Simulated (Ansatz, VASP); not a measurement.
Si: VASP beside Ansatz

```
CELL_PARAMETERS angstrom
0.00000 2.75100 2.75100
2.75100 0.00000 2.75100
2.75100 2.75100 0.00000
ATOMIC_POSITIONS crystal
Si 0.50000 0.50000 0.50000
Si 0.75000 0.75000 0.75000
```

Alike in both runs: functional RPBE; k mesh 8 × 8 × 8; occupations gaussian, width 0.02 eV; no spin polarisation.

Ansatz relaxed the structure, and its values are those at the end. VASP's run is a single point on that final structure, the one shown.

|  | VASP | Ansatz |
| --- | --- | --- |
| version | VASP 6.6.1 | Ansatz 0.2.0 |
| potentials or method | VASP PAW PBE potentials, release 64 (Si), cutoff 520 eV | scalar-relativistic, plane waves, PAW |
| valence electrons in the cell | 8 | 8 |

|  | VASP | Ansatz | Ansatz less VASP |
| --- | --- | --- | --- |
| gap on the k mesh at the Fermi level (eV) | 0.74 | 0.74 | +0.002 |
| least direct gap on the mesh (eV) | 2.55 | 2.55 | -0.002 |
| pressure (GPa) | -0.2 | 0.0 | +0.21 |

VASP's potentials were made for PBE, not for RPBE.
